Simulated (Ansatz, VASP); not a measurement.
## Two plane-wave programs on Na2S

```
CELL_PARAMETERS angstrom
0.00000 3.26300 3.26300
3.26300 0.00000 3.26300
3.26300 3.26300 0.00000
ATOMIC_POSITIONS crystal
Na 0.25000 0.25000 0.25000
Na 0.75000 0.75000 0.75000
S 0.00000 0.00000 0.00000
```

Alike in both runs: task electric field gradients; functional PBE; k mesh 8 × 8 × 8; occupations fermi-dirac, width 0.02 eV; no spin polarisation.

|  | VASP | Ansatz |
| --- | --- | --- |
| version | VASP 6.6.1 | Ansatz 0.2.0 |
| potentials or method | VASP PAW PBE potentials, release 64 (Na_pv, S) | PAW with Ansatz's default frozen-core files, scalar-relativistic |
| plane-wave cutoff (eV) | 400 | 420 |
| valence electrons in the cell | 20 | 24 |

Ansatz gave:

- gap on the k mesh at the Fermi level (eV): 2.51
- pressure (GPa): 0.6

Task: Estimate VASP's values.

Result: gap on the k mesh at the Fermi level (eV): 2.51; pressure (GPa): 0.4.

VASP's potentials hold 20 valence electrons a cell and Ansatz's 24, so a difference there can come from the potentials and not from the codes.
